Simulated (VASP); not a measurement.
A run of VASP 6.6.1 is set up as follows.

INCAR

```
SYSTEM = Al
PREC = Accurate ; ENCUT = 520
EDIFF = 1E-7 ; ISMEAR = -1
SIGMA = 0.1 ; LREAL = .FALSE.
LASPH = .TRUE. ; NELM = 80
ALGO = Normal ; ISIF = 2
LWAVE = .FALSE. ; LCHARG = .FALSE.
GGA = CA ; NBANDS = 10
```

File KPOINTS:

```
regular mesh
0
G
  6 6 5
  0 0 0
```

POSCAR

```
Al
1.0
    2.2922910000     -4.8332400000      0.0000000000
    2.2922910000      4.8332400000      0.0000000000
    0.0000000000      0.0000000000      4.4308970000
Al
2
Direct
    0.9250180000      0.0749820000      0.2500000000
    0.0749820000      0.9250180000      0.7500000000
```

Potentials or basis: VASP PAW LDA potentials, release 64 (Al).

Command:

```sh
$ cat potpaw_LDA.64/Al/POTCAR > POTCAR
$ mpirun -np 1 vasp_std > vasp.out
```

Task: Estimate the band gap on the k mesh.

Result: Zero (band 3 reaches 0.86 eV, above the bottom of band 4 at -0.62 eV).

Task: What does it give for the largest force?

Result: 0.065 eV/Å.

Task: Estimate the pressure.

Result: -3.3 GPa.

Stress tensor (GPa, compression positive):
```
-3.80  0.00  0.00
 0.00 -3.15  0.00
 0.00  0.00 -3.08
```
